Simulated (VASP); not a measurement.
# Si2Mo (P6_222) in VASP: single point with r2SCAN

Aim: the single point of Si2Mo with r2SCAN.

Program: VASP 6.6.1. These are calculated values, not measurements. Logs are shortened: lines on timing, memory, paths and dates and some standing lists are left out, and cuts for length are marked.

### Step 1. The cell of the first run

The structure is hexagonal, space group P6_222 (No. 180). Conventional cell: a = 4.535 Å, b = 4.535 Å, c = 6.517 Å, α = 90.00°, β = 90.00°, γ = 120.00°. Si (site symmetry 2) has 9 Si at 2.52 to 3.17 Å and 5 Mo at 2.54 to 2.64 Å within 3.3 Å. Within 3.4 Å of Mo (site symmetry 222) lie 10 Si at 2.54 to 2.64 Å and 4 Mo at 3.14 Å.

### Step 2. Single point, r2SCAN (12.90 Å³/atom)

POSCAR

```
Si2Mo
1.0
    4.5352298925      0.0000000000      0.0000000000
   -2.2676149463      3.9276242989      0.0000000000
    0.0000000000      0.0000000000      6.5174143944
Si Mo
6 3
Direct
    0.1638035210      0.8361964790      0.8333333333
    0.3276070419      0.1638035210      0.1666666667
    0.8361964790      0.6723929581      0.5000000000
    0.8361964790      0.1638035210      0.8333333333
    0.6723929581      0.8361964790      0.1666666667
    0.1638035210      0.3276070419      0.5000000000
    0.5000000000      0.0000000000      0.5000000000
    0.0000000000      0.5000000000      0.1666666667
    0.5000000000      0.5000000000      0.8333333333
```

INCAR.step1

```
SYSTEM = Si2Mo
PREC = Accurate
ENCUT = 520
ISMEAR = 0
SIGMA = 0.01
LREAL = .FALSE.
LASPH = .TRUE.
NELM = 100
NBANDS = 43
GGA = PE
ALGO = Normal
EDIFF = 1E-4
LWAVE = .TRUE.
LCHARG = .FALSE.
```

INCAR.step2

```
SYSTEM = Si2Mo
PREC = Accurate
ENCUT = 520
EDIFF = 1E-6
ISMEAR = 0
SIGMA = 0.01
LREAL = .FALSE.
LASPH = .TRUE.
NELM = 100
ALGO = Normal
ISIF = 2
LWAVE = .FALSE.
LCHARG = .TRUE.
METAGGA = R2SCAN
LMIXTAU = .TRUE.
LELF = .TRUE.
LVHAR = .TRUE.
NBANDS = 43
ISTART = 1
```

KPOINTS

```
Automatic mesh
0
G
  12 12 6
  0 0 0
```

Potentials or basis: VASP PAW PBE potentials, release 64 (Si, Mo_sv).

The run is started by

```
$ cat potpaw_PBE.64/Si/POTCAR potpaw_PBE.64/Mo_sv/POTCAR > POTCAR
$ cp INCAR.step1 INCAR
$ mpirun -np 1 vasp_std > vasp.out
$ cp INCAR.step2 INCAR
$ mpirun -np 1 vasp_std > vasp.out
```

OUTCAR:

```text
SYSTEM = Si2Mo
   PREC = Accurate
   ENCUT = 520
   EDIFF = 1E-6
   ISMEAR = 0
   LREAL = .FALSE.
   LASPH = .TRUE.
   NELM = 100
   ISIF = 2
   METAGGA = R2SCAN
   ISTART = 1

 ion  position               nearest neighbor table
   1  0.164  0.836  0.833-   3 2.52   2 2.52   7 2.54   8 2.54   4 2.57   9 2.61   9 2.61   9 2.64
                             4 2.64   4 2.64   6 3.11   5 3.11
   2  0.328  0.164  0.167-   6 2.52   1 2.52   7 2.54   9 2.54   5 2.57   8 2.61   8 2.61   8 2.64
                             5 2.64   5 2.64   3 3.11   4 3.11
   3  0.836  0.672  0.500-   5 2.52   1 2.52   9 2.54   8 2.54   6 2.57   7 2.61   7 2.61   7 2.64
                             6 2.64   6 2.64   2 3.11   4 3.11
   4  0.836  0.164  0.833-   6 2.52   5 2.52   7 2.54   8 2.54   1 2.57   9 2.61   9 2.61   9 2.64
                             1 2.64   1 2.64   3 3.11   2 3.11
   5  0.672  0.836  0.167-   3 2.52   4 2.52   7 2.54   9 2.54   2 2.57   8 2.61   8 2.61   8 2.64
                             2 2.64   2 2.64   6 3.11   1 3.11
   6  0.164  0.328  0.500-   2 2.52   4 2.52   9 2.54   8 2.54   3 2.57   7 2.61   7 2.61   7 2.64
                             3 2.64   3 2.64   5 3.11   1 3.11
   7  0.500  0.000  0.500-   1 2.54   4 2.54   2 2.54   5 2.54   3 2.61   6 2.61   6 2.61   3 2.61
                             6 2.64   3 2.64   8 3.14   8 3.14   9 3.14   9 3.14
   8  0.000  0.500  0.167-   3 2.54   6 2.54   4 2.54   1 2.54   5 2.61   2 2.61   2 2.61   5 2.61
                             5 2.64   2 2.64   7 3.14   7 3.14   9 3.14   9 3.14
   9  0.500  0.500  0.833-   3 2.54   6 2.54   5 2.54   2 2.54   1 2.61   4 2.61   1 2.61   4 2.61
                             1 2.64   4 2.64   7 3.14   7 3.14   8 3.14   8 3.14

  LATTYP: Found a hexagonal cell.
 ALAT       =     4.5352298925
 C/A-ratio  =     1.4370637319

  Lattice vectors:

 A1 = (   4.5352298925,   0.0000000000,   0.0000000000)
 A2 = (  -2.2676149463,   3.9276242989,   0.0000000000)
 A3 = (   0.0000000000,   0.0000000000,   6.5174143944)

Analysis of symmetry for initial positions (statically):
=====================================================================
 Subroutine PRICEL returns:
 Original cell was already a primitive cell.

 Routine SETGRP: Setting up the symmetry group for a
 hexagonal supercell.

 Subroutine GETGRP returns: Found 12 space group operations
 (whereof  4 operations were pure point group operations)
 out of a pool of 24 trial point group operations.

The static configuration has the point symmetry D_2 .
 The point group associated with its full space group is D_6 .

Analysis of symmetry for dynamics (positions and initial velocities):
=====================================================================
 Subroutine PRICEL returns:
 Original cell was already a primitive cell.

 Routine SETGRP: Setting up the symmetry group for a
 hexagonal supercell.

 Subroutine GETGRP returns: Found 12 space group operations
 (whereof  4 operations were pure point group operations)
 out of a pool of 24 trial point group operations.

The dynamic configuration has the point symmetry D_2 .
 The point group associated with its full space group is D_6 .

 Subroutine INISYM returns: Found 12 space group operations
 (whereof  4 operations are pure point group operations),
 and found     1 'primitive' translations

----------------------------------------------------------------------------------------

                                     Primitive cell

  volume of cell :     116.0926

  direct lattice vectors                    reciprocal lattice vectors
     4.535229893  0.000000000  0.000000000     0.220495989  0.127303419  0.000000000
    -2.267614946  3.927624299  0.000000000     0.000000000  0.254606837  0.000000000
     0.000000000  0.000000000  6.517414394     0.000000000  0.000000000  0.153435080

  length of vectors
     4.535229893  4.535229893  6.517414394     0.254606837  0.254606837  0.153435080

  position of ions in fractional coordinates (direct lattice)
     0.163803521  0.836196479  0.833333333
     0.327607042  0.163803521  0.166666667
     0.836196479  0.672392958  0.500000000
     0.836196479  0.163803521  0.833333333
     0.672392958  0.836196479  0.166666667
     0.163803521  0.327607042  0.500000000
     0.500000000  0.000000000  0.500000000
     1.000000000  0.500000000  0.166666667
     0.500000000  0.500000000  0.833333333

  ion indices of the primitive-cell ions
   primitive index   ion index
                 1           1
                 2           2
                 3           3
                 4           4
                 5           5
                 6           6
                 7           7
                 8           8
                 9           9

----------------------------------------------------------------------------------------

 KPOINTS: Automatic mesh

Automatic generation of k-mesh.
 Grid dimensions read from file:
 generate k-points for:   12   12    6

 Generating k-lattice:

  Cartesian coordinates                     Fractional coordinates (reciprocal lattice)
     0.018374666  0.010608618  0.000000000     0.083333333  0.000000000  0.000000000
     0.000000000  0.021217236  0.000000000     0.000000000  0.083333333  0.000000000
     0.000000000  0.000000000  0.025572513     0.000000000  0.000000000  0.166666667

  Length of vectors
     0.021217236  0.021217236  0.025572513

  Shift w.r.t. Gamma in fractional coordinates (k-lattice)
     0.000000000  0.000000000  0.000000000

 Subroutine IBZKPT returns following result:
 ===========================================

 Found     76 irreducible k-points:

 Following reciprocal coordinates:
            Coordinates               Weight
  0.000000  0.000000  0.000000      1.000000
  0.083333  0.000000  0.000000      6.000000
  0.166667  0.000000  0.000000      6.000000
  0.250000  0.000000  0.000000      6.000000
  0.333333  0.000000  0.000000      6.000000
  0.416667  0.000000  0.000000      6.000000
[... 16 lines left out ...]
  0.250000  0.000000  0.166667     12.000000
  0.333333  0.000000  0.166667     12.000000
 [... further k-points ...]
   k-points           NKPTS =     76   k-points in BZ     NKDIM =     76   number of bands    NBANDS=     43
   number of dos      NEDOS =    301   number of ions     NIONS =      9
   total plane-waves  NPLWV =  62208
   dimension x,y,z NGX =    36 NGY =   36 NGZ =   48
   dimension x,y,z NGXF=    72 NGYF=   72 NGZF=   96
   ions per type =               6   3
   NGX,Y,Z   is equivalent  to a cutoff of  13.20, 13.20, 12.24 a.u.
   NGXF,Y,Z  is equivalent  to a cutoff of  26.39, 26.39, 24.49 a.u.
 SYSTEM =  Si2Mo
   PREC   = accura    normal or accurate (medium, high low for compatibility)
   ISTART =      1    job   : 0-new  1-cont  2-samecut
   ICHARG =      0    charge: 1-file 2-atom 10-const
   ISPIN  =      1    spin polarized calculation?
   LNONCOLLINEAR =      F non collinear calculations
   LSORBIT =      F    spin-orbit coupling
   LASPH  =      T    aspherical Exc in radial PAW
   ENCUT  =  520.0 eV  38.22 Ry    6.18 a.u.   8.43  8.43 12.12*2*pi/ulx,y,z
   NELM   =    100;   NELMIN=  2; NELMDL=  0     # of ELM steps
   EDIFF  = 0.1E-05   stopping-criterion for ELM
   LREAL  =      F    real-space projection
   EDIFFG = 0.1E-04   stopping-criterion for IOM
   NSW    =      0    number of steps for IOM
   IBRION =     -1    ionic relax: 0-MD 1-quasi-New 2-CG
   NFREE  =      0    steps in history (QN), initial steepest desc. (CG)
   ISIF   =      2    stress and relaxation
   ISYM   =      2    0-nonsym 1-usesym 2-fastsym
   POTIM  = 0.5000    time-step for ionic-motion
   TEBEG  =    0.0;   TEEND  =   0.0 temperature during run
   PSTRESS=    0.0 pullay stress
   NELECT =      66.0000    total number of electrons
   NUPDOWN=      -1.0000    fix difference up-down
   EMIN   =  10.00;   EMAX   =-10.00  energy-range for DOS
   EFERMI =   0.00;   METHOD = LEGACY
   ISMEAR =     0;   SIGMA  =   0.01  broadening in eV -4-tet -1-fermi 0-gaus
   EFERMI_NEDOS =   21; number of points for ismear=-14 and -15
   IALGO  =     38    algorithm
   IMIX   =      4    mixing-type and parameters
     AMIX     =   0.40;   BMIX     =  1.00
     AMIX_MAG =   1.60;   BMIX_MAG =  1.00
  volume/ion in A,a.u.               =      12.90        87.05
  Fermi-wavevector in a.u.,A,eV,Ry     =   1.356192  2.562832 25.024619  1.839258
  Thomas-Fermi vector in A             =   2.483216
   LORBIT       =      0    0 simple, 1 ext, 2 COOP (PROOUT), +10 PAW based schemes
   METAGGA = R2SCAN    functional components
   LHFCALC =     F    Hartree Fock is set to
   AEXX    =    0.0000 exact exchange contribution
   IVDW    =     0    specifies the selected vdW correction
   LEPSILON=     F    determine dielectric tensor
   LRPA    =     F    only Hartree local field effects (RPA)
 non-spin polarized calculation
 Gauss-broadening in eV      SIGMA  =   0.01
  energy-cutoff  :      520.00
  volume of cell :      116.09
 maximum number of plane-waves:      3174
 NGX is ok and might be reduce to    36
   NGX = 17   NGY = 17   NGZ = 25

 number of electron      65.9999993 magnetization

 Free energy of the ion-electron system (eV)
  ---------------------------------------------------
  ext. energy  EPLUGINS =         0.00000000
  ---------------------------------------------------
  free energy    TOTEN  =      -134.68469232 eV

  energy without entropy =     -134.68469232  energy(sigma->0) =     -134.68469232

 E-fermi :  13.4746     XC(G=0): -13.5896

 val. band max:       13.4026003672   @ k =   0.5000   0.0000   0.5000
 cond. band min:      13.5382671290   @ k =   0.5000   0.0000   0.0000
 fundamental gap:      0.1356667619
 Fermi energy:        13.4746203018

 k-point     1 :       0.0000    0.0000    0.0000
  band No.  band energies     occupation
      1     -49.6214      2.00000
      2     -49.5817      2.00000
      3     -49.5817      2.00000
      4     -23.1900      2.00000
      5     -23.1869      2.00000
      6     -23.1869      2.00000
[... 35 lines left out ...]
     42      16.7942      0.00000
     43      17.2174      0.00000

 k-point     2 :       0.0833    0.0000    0.0000
  band No.  band energies     occupation
      1     -49.6208      2.00000
      2     -49.5823      2.00000
      3     -49.5817      2.00000
      4     -23.2070      2.00000
      5     -23.1914      2.00000
      6     -23.1750      2.00000
[... 35 lines left out ...]
     42      16.7532      0.00000
     43      17.0098      0.00000

 k-point     3 :       0.1667    0.0000    0.0000
  band No.  band energies     occupation
      1     -49.6190      2.00000
      2     -49.5840      2.00000
      3     -49.5817      2.00000
      4     -23.2246      2.00000
      5     -23.2009      2.00000
      6     -23.1738      2.00000
[... 35 lines left out ...]
     42      16.8181      0.00000
     43      17.4595      0.00000

 k-point     4 :       0.2500    0.0000    0.0000
  band No.  band energies     occupation
      1     -49.6161      2.00000
      2     -49.5866      2.00000
      3     -49.5817      2.00000
      4     -23.2394      2.00000
      5     -23.2111      2.00000
      6     -23.1757      2.00000
[... 863 lines left out ...]
     42      17.0902      0.00000
     43      17.2487      0.00000

 k-point    23 :       0.2500    0.0000    0.1667
  band No.  band energies     occupation
      1     -49.6149      2.00000
      2     -49.5913      2.00000
      3     -49.5781      2.00000
      4     -23.2384      2.00000
      5     -23.2171      2.00000
      6     -23.1788      2.00000
[... 35 lines left out ...]
     42      17.2642      0.00000
     43      17.3695      0.00000

 k-point    24 :       0.3333    0.0000    0.1667
  band No.  band energies     occupation
      1     -49.6118      2.00000
      2     -49.5924      2.00000
      3     -49.5799      2.00000
      4     -23.2458      2.00000
      5     -23.2280      2.00000
      6     -23.1792      2.00000
[... 35 lines left out ...]
     42      17.0898      0.00000
     43      17.6363      0.00000

 [... further k-points ...]
[... 5 lines left out ...]
  --------------------------------------------------------------------------------------
  -------------------------------------------------------------------------------------
  Total        5.5465754      5.5465754      5.5839507     -0.0000000      0.0000000      0.0000000
  in kB       76.5474841     76.5474841     77.0632950     -0.0000000      0.0000000      0.0000000
  external PRESSURE =      76.7194211 kB  Pullay stress =       0.0000000 kB

 VOLUME and BASIS-vectors are now :
 -----------------------------------------------------------------------------
  energy-cutoff  :      520.00
  volume of cell :      116.09
      direct lattice vectors                 reciprocal lattice vectors
     4.535229893  0.000000000  0.000000000     0.220495989  0.127303419  0.000000000
    -2.267614946  3.927624299  0.000000000     0.000000000  0.254606837  0.000000000
     0.000000000  0.000000000  6.517414394     0.000000000  0.000000000  0.153435080

 POSITION                                       TOTAL-FORCE (eV/Angst)
 -----------------------------------------------------------------------------------
     -1.15329      3.28427      5.43118        -0.007543      0.004355     -0.000000
      1.11433      0.64336      1.08624        -0.007543     -0.004355      0.000000
      2.26761      2.64091      3.25871        -0.000000      0.008709     -0.000000
      3.42090      0.64336      5.43118         0.007543     -0.004355     -0.000000
      1.15329      3.28427      1.08624         0.007543      0.004355      0.000000
      0.00000      1.28672      3.25871         0.000000     -0.008709     -0.000000
      2.26761      0.00000      3.25871         0.000000      0.000000      0.000000
     -1.13381      1.96381      1.08624         0.000000      0.000000      0.000000
      1.13381      1.96381      5.43118         0.000000     -0.000000      0.000000
 -----------------------------------------------------------------------------------
    total drift:                               -0.000000      0.000000      0.000001

  FREE ENERGIE OF THE ION-ELECTRON SYSTEM (eV)
  ---------------------------------------------------
  free  energy   TOTEN  =      -134.6846923192 eV

  energy  without entropy=     -134.6846923192  energy(sigma->0) =     -134.68469232
```

Run time: 23 min. Hardware: 1 thread of Intel Xeon Platinum 8259CL at 2.50GHz (Skylake/Cascade Lake), shared host; peak memory 0.45 GiB.

What came out:

- Free energy: -134.6847 eV
- Pressure: 7.7 GPa
- Largest force: 0.009 eV/Å
- Band gap on the k mesh: 0.14 eV (least direct gap 0.72 eV)

Forces on the atoms (eV/Å):
```
Si  -0.008  0.004  0.000
Si  -0.008 -0.004  0.000
Si   0.000  0.009  0.000
Si   0.008 -0.004  0.000
Si   0.008  0.004  0.000
Si   0.000 -0.009  0.000
Mo   0.000  0.000  0.000
Mo   0.000  0.000  0.000
Mo   0.000  0.000  0.000
```

Levels at points of the mesh, in eV from the valence-band top:
| k point | band 29 | band 30 | band 31 | band 32 | band 33 | band 34 | band 35 | band 36 | band 37 | band 38 |
| --- | --- | --- | --- | --- | --- | --- | --- | --- | --- | --- |
| (0.00, 0.00, 0.00) | -3.26 | -3.26 | -2.96 | -2.27 | -0.92 | 2.33 | 2.66 | 2.66 | 2.79 | 2.99 |
| (0.50, 0.00, 0.00) | -2.48 | -2.36 | -1.71 | -1.14 | -0.72 | 0.14 | 0.88 | 1.03 | 1.53 | 2.29 |
| (0.00, 0.00, 0.50) | -2.51 | -2.51 | -2.28 | -0.80 | -0.80 | 2.17 | 2.63 | 2.75 | 2.75 | 2.81 |
| (0.50, 0.00, 0.50) | -3.25 | -2.88 | -2.13 | -1.32 | 0.00 | 0.72 | 1.28 | 1.59 | 1.60 | 1.88 |

Caveat: the cell stands under pressure; the PAW data sets were made with another functional, which shifts forces and pressure a little. A k mesh can miss the band edges.
